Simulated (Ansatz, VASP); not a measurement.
**SnSe2 in VASP and in Ansatz**

Contents of POSCAR:

```
SnSe2
1.0
    3.8110000000      0.0000000000      0.0000000000
   -1.9055000000      3.3004200000      0.0000000000
    0.0000000000      0.0000000000      6.1360000000
Sn Se
1 2
Direct
    0.0000000000      0.0000000000      0.0000000000
    0.3333333333      0.6666666667      0.2490000000
    0.6666666667      0.3333333333      0.7510000000
```

INCAR.step1

```
SYSTEM = SnSe2
ALGO     = Normal         ! electronic algorithm
EDIFF    = 1E-5           ! SCF threshold, eV
ENCUT    = 400            ! plane-wave cutoff, eV
GGA      = PE             ! functional
GGA_COMPAT= .False.      
ISIF     = 2              ! what is computed and relaxed
ISMEAR   = 0              ! smearing method
LASPH    = .True.         ! aspherical terms in the spheres
LCHARG   = .False.        ! write CHGCAR
LREAL    = .False.        ! projectors in reciprocal space
LWAVE    = .True.         ! write WAVECAR
NBANDS   = 20             ! bands
NELM     = 120            ! most SCF steps
PREC     = Accurate       ! precision mode
SIGMA    = 0.05           ! smearing width, eV
```

The input INCAR.step2:

```
SYSTEM = SnSe2
AEXX     = 0.2            ! exact-exchange fraction
AGGAC    = 0.81         
AGGAX    = 0.72         
ALDAC    = 0.19         
ALGO     = Normal         ! electronic algorithm
EDIFF    = 1E-6           ! SCF threshold, eV
ENCUT    = 400            ! plane-wave cutoff, eV
GGA      = B3             ! functional
GGA_COMPAT= .False.      
ISIF     = 2              ! what is computed and relaxed
ISMEAR   = 0              ! smearing method
ISTART   = 1            
LASPH    = .True.         ! aspherical terms in the spheres
LCHARG   = .False.        ! write CHGCAR
LHFCALC  = .True.         ! exact exchange
LREAL    = .False.        ! projectors in reciprocal space
LWAVE    = .False.        ! write WAVECAR
NBANDS   = 20             ! bands
NELM     = 120            ! most SCF steps
PREC     = Accurate       ! precision mode
PRECFOCK = Normal       
SIGMA    = 0.05           ! smearing width, eV
```

File KPOINTS:

```
k-points
0
Gamma
  6 6 2
  0 0 0
```

Input for Ansatz:

```yaml
crystal:
  lattice:
    - [3.811, 0.0, 0.0]
    - [-1.9055, 3.30042, 0.0]
    - [0.0, 0.0, 6.136]
  atoms:
    - { symbol: Sn, position: [0.0, 0.0, 0.0] }
    - { symbol: Se, position: [0.3333333333333333, 0.6666666666666666, 0.249] }
    - { symbol: Se, position: [0.6666666666666666, 0.3333333333333333, 0.751] }
basis:
  ecutwfc: 420.0
kpoints:
  mp_grid:
    grid: [6, 6, 2]
hamiltonian:
  xc: b3lyp
scf:
  occupations:
    method: gaussian
    width: 0.05
output:
  eigenvalues: true
```

Alike in both runs: task single point; functional B3LYP; k mesh 6 × 6 × 2; occupations gaussian, width 0.05 eV; no spin polarisation.

```csv
,VASP,Ansatz
version,VASP 6.6.1,Ansatz 0.2.0
potentials or method,"VASP PAW PBE potentials, release 64 (Sn_d, Se), cutoff 400 eV","plane waves, PAW"
valence electrons in the cell,26,46
```

|  | VASP | Ansatz | Ansatz less VASP |
| --- | --- | --- | --- |
| gap on the k mesh at the Fermi level (eV) | 2.00 | 1.97 | -0.037 |

VASP's potentials were made for PBE, not for B3LYP. VASP's potentials hold 26 valence electrons a cell and Ansatz's 46, so a difference there can come from the potentials and not from the codes.

The k mesh is coarse, so the values compare programs but aren't converged.
